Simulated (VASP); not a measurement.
# BeSe (r.b) (F-43m) in VASP: a series of runs

Runs on BeSe (r.b). Level: PBE+D4. Tasks: single point, relaxation of cell and atoms.

All numbers are computed with VASP 6.6.1; they aren't measurements. Logs are shortened: lines on timing, memory, paths and dates and some standing lists are left out, and cuts for length are marked.

**1. The cell of the first run**

It takes space group F-43m (No. 216, cubic). Conventional cell: a = 5.123 Å, b = 5.123 Å, c = 5.123 Å, α = 90.00°, β = 90.00°, γ = 90.00°. Within 2.9 Å of Be (site symmetry -43m) lie 4 Se at 2.22 Å. Se (site symmetry -43m) has 4 Be at 2.22 Å within 2.9 Å.

**2. Single point, PBE+D4**

The input, INCAR:

```
SYSTEM = BeSe
PREC = Accurate
ENCUT = 600
EDIFF = 1E-6
ISMEAR = 0
SIGMA = 0.02
LREAL = .FALSE.
LASPH = .TRUE.
NELM = 120
ALGO = Normal
ISIF = 2
LWAVE = .FALSE.
LCHARG = .TRUE.
GGA = PE
IVDW = 13
LELF = .TRUE.
LVHAR = .TRUE.
NBANDS = 11
GGA_COMPAT = .FALSE.
```

The input, KPOINTS:

```
regular mesh
0
G
  8 8 8
  0 0 0
```

The input, POSCAR:

```
BeSe
1.0
    0.0000000000      2.5616375702      2.5616375702
    2.5616375702      0.0000000000      2.5616375702
    2.5616375702      2.5616375702      0.0000000000
Be Se
1 1
Direct
    0.0000000000      0.0000000000      0.0000000000
    0.2500000000      0.2500000000      0.2500000000
```

Potentials or basis: VASP PAW PBE potentials, release 64 (Be, Se).

Started as:

```bash
$ cat potpaw_PBE.64/Be/POTCAR potpaw_PBE.64/Se/POTCAR > POTCAR
$ mpirun -np 1 vasp_std > vasp.out
```

OUTCAR:

```text
SYSTEM = BeSe
   PREC = Accurate
   ENCUT = 600
   EDIFF = 1E-6
   ISMEAR = 0
   LREAL = .FALSE.
   LASPH = .TRUE.
   NELM = 120
   ISIF = 2
   GGA = PE
   IVDW = 13

 ion  position               nearest neighbor table
   1  0.000  0.000  0.000-   2 2.22   2 2.22   2 2.22   2 2.22
   2  0.250  0.250  0.250-   1 2.22   1 2.22   1 2.22   1 2.22

  LATTYP: Found a face centered cubic cell.
 ALAT       =     5.1232751404

  Lattice vectors:

 A1 = (   0.0000000000,   2.5616375702,   2.5616375702)
 A2 = (   2.5616375702,   0.0000000000,   2.5616375702)
 A3 = (   2.5616375702,   2.5616375702,   0.0000000000)

Analysis of symmetry for initial positions (statically):
=====================================================================
 Subroutine PRICEL returns:
 Original cell was already a primitive cell.

 Routine SETGRP: Setting up the symmetry group for a
 face centered cubic supercell.

 Subroutine GETGRP returns: Found 24 space group operations
 (whereof 24 operations were pure point group operations)
 out of a pool of 48 trial point group operations.

The static configuration has the point symmetry T_d .

Analysis of symmetry for dynamics (positions and initial velocities):
=====================================================================
 Subroutine PRICEL returns:
 Original cell was already a primitive cell.

 Routine SETGRP: Setting up the symmetry group for a
 face centered cubic supercell.

 Subroutine GETGRP returns: Found 24 space group operations
 (whereof 24 operations were pure point group operations)
 out of a pool of 48 trial point group operations.

The dynamic configuration has the point symmetry T_d .

 Subroutine INISYM returns: Found 24 space group operations
 (whereof 24 operations are pure point group operations),
 and found     1 'primitive' translations

----------------------------------------------------------------------------------------

                                     Primitive cell

  volume of cell :      33.6189

  direct lattice vectors                    reciprocal lattice vectors
     0.000000000  2.561637570  2.561637570    -0.195187643  0.195187643  0.195187643
     2.561637570  0.000000000  2.561637570     0.195187643 -0.195187643  0.195187643
     2.561637570  2.561637570  0.000000000     0.195187643  0.195187643 -0.195187643

  length of vectors
     3.622702594  3.622702594  3.622702594     0.338074915  0.338074915  0.338074915

  position of ions in fractional coordinates (direct lattice)
     0.000000000  0.000000000  0.000000000
     0.250000000  0.250000000  0.250000000

  ion indices of the primitive-cell ions
   primitive index   ion index
                 1           1
                 2           2

----------------------------------------------------------------------------------------

 KPOINTS: regular mesh

Automatic generation of k-mesh.
 Grid dimensions read from file:
 generate k-points for:    8    8    8

 Generating k-lattice:

  Cartesian coordinates                     Fractional coordinates (reciprocal lattice)
    -0.024398455  0.024398455  0.024398455     0.125000000  0.000000000  0.000000000
     0.024398455 -0.024398455  0.024398455     0.000000000  0.125000000  0.000000000
     0.024398455  0.024398455 -0.024398455     0.000000000  0.000000000  0.125000000

  Length of vectors
     0.042259364  0.042259364  0.042259364

  Shift w.r.t. Gamma in fractional coordinates (k-lattice)
     0.000000000  0.000000000  0.000000000

 Subroutine IBZKPT returns following result:
 ===========================================

 Found     29 irreducible k-points:

 Following reciprocal coordinates:
            Coordinates               Weight
  0.000000  0.000000  0.000000      1.000000
  0.125000  0.000000  0.000000      8.000000
  0.250000  0.000000  0.000000      8.000000
  0.375000  0.000000  0.000000      8.000000
  0.500000  0.000000  0.000000      4.000000
  0.125000  0.125000  0.000000      6.000000
[... 16 lines left out ...]
  0.500000  0.250000  0.125000     48.000000
 -0.375000  0.250000  0.125000     24.000000
 [... further k-points ...]
   k-points           NKPTS =     29   k-points in BZ     NKDIM =     29   number of bands    NBANDS=     11
   number of dos      NEDOS =    301   number of ions     NIONS =      2
   total plane-waves  NPLWV =  27000
   dimension x,y,z NGX =    30 NGY =   30 NGZ =   30
   dimension x,y,z NGXF=    60 NGYF=   60 NGZF=   60
   ions per type =               1   1
   NGX,Y,Z   is equivalent  to a cutoff of  13.77, 13.77, 13.77 a.u.
   NGXF,Y,Z  is equivalent  to a cutoff of  27.53, 27.53, 27.53 a.u.
 SYSTEM =  BeSe
   PREC   = accura    normal or accurate (medium, high low for compatibility)
   ISTART =      0    job   : 0-new  1-cont  2-samecut
   ICHARG =      2    charge: 1-file 2-atom 10-const
   ISPIN  =      1    spin polarized calculation?
   LNONCOLLINEAR =      F non collinear calculations
   LSORBIT =      F    spin-orbit coupling
   LASPH  =      T    aspherical Exc in radial PAW
   ENCUT  =  600.0 eV  44.10 Ry    6.64 a.u.   7.24  7.24  7.24*2*pi/ulx,y,z
   NELM   =    120;   NELMIN=  2; NELMDL= -5     # of ELM steps
   EDIFF  = 0.1E-05   stopping-criterion for ELM
   LREAL  =      F    real-space projection
   EDIFFG = 0.1E-04   stopping-criterion for IOM
   NSW    =      0    number of steps for IOM
   IBRION =     -1    ionic relax: 0-MD 1-quasi-New 2-CG
   NFREE  =      0    steps in history (QN), initial steepest desc. (CG)
   ISIF   =      2    stress and relaxation
   ISYM   =      2    0-nonsym 1-usesym 2-fastsym
   POTIM  = 0.5000    time-step for ionic-motion
   TEBEG  =    0.0;   TEEND  =   0.0 temperature during run
   PSTRESS=    0.0 pullay stress
   NELECT =       8.0000    total number of electrons
   NUPDOWN=      -1.0000    fix difference up-down
   EMIN   =  10.00;   EMAX   =-10.00  energy-range for DOS
   EFERMI =   0.00;   METHOD = LEGACY
   ISMEAR =     0;   SIGMA  =   0.02  broadening in eV -4-tet -1-fermi 0-gaus
   EFERMI_NEDOS =   21; number of points for ismear=-14 and -15
   IALGO  =     38    algorithm
   IMIX   =      4    mixing-type and parameters
     AMIX     =   0.40;   BMIX     =  1.00
     AMIX_MAG =   1.60;   BMIX_MAG =  1.00
  volume/ion in A,a.u.               =      16.81       113.44
  Fermi-wavevector in a.u.,A,eV,Ry     =   1.014481  1.917091 14.002724  1.029171
  Thomas-Fermi vector in A             =   2.147711
   LORBIT       =      0    0 simple, 1 ext, 2 COOP (PROOUT), +10 PAW based schemes
   GGA     = PE    functional components
   LHFCALC =     F    Hartree Fock is set to
   AEXX    =    0.0000 exact exchange contribution
   IVDW    =    13    specifies the selected vdW correction
   LEPSILON=     F    determine dielectric tensor
   LRPA    =     F    only Hartree local field effects (RPA)
 non-spin polarized calculation
 Gauss-broadening in eV      SIGMA  =   0.02
  energy-cutoff  :      600.00
  volume of cell :       33.62
 maximum number of plane-waves:      1139
 NGX is ok and might be reduce to    30
   NGX = 15   NGY = 15   NGZ = 15

 number of electron       8.0000000 magnetization

 Free energy of the ion-electron system (eV)
  ---------------------------------------------------
  ext. energy  EPLUGINS =         0.00000000
  ---------------------------------------------------
  free energy    TOTEN  =        -8.84952672 eV

  energy without entropy =       -8.84952672  energy(sigma->0) =       -8.84952672

 E-fermi :   3.6483     XC(G=0):  -9.4802

 val. band max:        3.4752676423   @ k =   0.0000   0.0000   0.0000
 cond. band min:       6.0698624422   @ k =   0.5000   0.5000   0.0000
 fundamental gap:      2.5945947999
 Fermi energy:         3.6482732815

 k-point     1 :       0.0000    0.0000    0.0000
  band No.  band energies     occupation
      1     -10.4037      2.00000
      2       3.4753      2.00000
      3       3.4753      2.00000
      4       3.4753      2.00000
      5       7.9315      0.00000
      6       8.4821      0.00000
      7       8.4821      0.00000
      8       8.4821      0.00000
      9      15.5685      0.00000
     10      16.0249      0.00000
     11      16.0249      0.00000

 k-point     2 :       0.1250    0.0000    0.0000
  band No.  band energies     occupation
      1     -10.2473      2.00000
      2       2.1476      2.00000
      3       3.2599      2.00000
      4       3.2599      2.00000
      5       8.0898      0.00000
      6       8.8369      0.00000
      7       8.8369      0.00000
      8       9.6792      0.00000
      9      15.0838      0.00000
     10      15.0838      0.00000
     11      15.7294      0.00000

 k-point     3 :       0.2500    0.0000    0.0000
  band No.  band energies     occupation
      1      -9.8213      2.00000
      2       0.0298      2.00000
      3       2.8380      2.00000
      4       2.8380      2.00000
      5       7.9961      0.00000
      6       9.3889      0.00000
      7       9.3889      0.00000
      8      11.8959      0.00000
      9      14.7664      0.00000
     10      14.7664      0.00000
     11      15.5775      0.00000
[... 267 lines left out ...]
 k-point    23 :       0.5000    0.2500    0.1250
  band No.  band energies     occupation
      1      -9.0157      2.00000
      2      -1.3091      2.00000
      3       0.6877      2.00000
      4       1.8128      2.00000
      5       8.7700      0.00000
      6       9.5563      0.00000
      7      11.0874      0.00000
      8      12.0543      0.00000
      9      15.4952      0.00000
     10      16.3781      0.00000
     11      18.8702      0.00000

 k-point    24 :      -0.3750    0.2500    0.1250
  band No.  band energies     occupation
      1      -8.7914      2.00000
      2      -1.8103      2.00000
      3       0.5770      2.00000
      4       1.5728      2.00000
      5       8.9638      0.00000
      6       9.2180      0.00000
      7      11.8577      0.00000
      8      13.2076      0.00000
      9      13.9063      0.00000
     10      18.0618      0.00000
     11      18.2454      0.00000

 [... further k-points ...]

------------------------ aborting loop because EDIFF is reached ----------------------------------------

  DFT-D4 for vdW energy calculation

  Edisp (eV):   -0.55839

  FORCE on cell =-STRESS in cart. coord.  units (eV):
  Direction    XX          YY          ZZ          XY          YZ          ZX
  --------------------------------------------------------------------------------------
  -------------------------------------------------------------------------------------
  Total       0.04293     0.04293     0.04293     0.00000     0.00000     0.00000
  in kB       2.04611     2.04611     2.04611     0.00000     0.00000     0.00000
  external pressure =        2.05 kB  Pullay stress =        0.00 kB

 VOLUME and BASIS-vectors are now :
 -----------------------------------------------------------------------------
  energy-cutoff  :      600.00
  volume of cell :       33.62
      direct lattice vectors                 reciprocal lattice vectors
     0.000000000  2.561637570  2.561637570    -0.195187643  0.195187643  0.195187643
     2.561637570  0.000000000  2.561637570     0.195187643 -0.195187643  0.195187643
     2.561637570  2.561637570  0.000000000     0.195187643  0.195187643 -0.195187643

 POSITION                                       TOTAL-FORCE (eV/Angst)
 -----------------------------------------------------------------------------------
      0.00000      0.00000      0.00000         0.000000      0.000000     -0.000000
      1.28082      1.28082      1.28082        -0.000000     -0.000000      0.000000
 -----------------------------------------------------------------------------------
    total drift:                                0.000000      0.000000      0.000000

  FREE ENERGIE OF THE ION-ELECTRON SYSTEM (eV)
  ---------------------------------------------------
  free  energy   TOTEN  =        -9.4079200788 eV

  energy  without entropy=       -9.4079200788  energy(sigma->0) =       -9.40792008
```

Wall time 8.3 s (1 thread of Intel Xeon 6975P-C (Granite Rapids), shared host); peak memory 0.17 GiB.

What came out:

```
Free energy                : -9.4079 eV
Pressure                   : 0.2 GPa
Band gap on the k mesh     : 2.59 eV, indirect (least direct gap 4.46 eV)
Dispersion energy per atom : -0.279 eV
```

A k mesh can miss the band edges.

(Continued in part 2 of 2.)
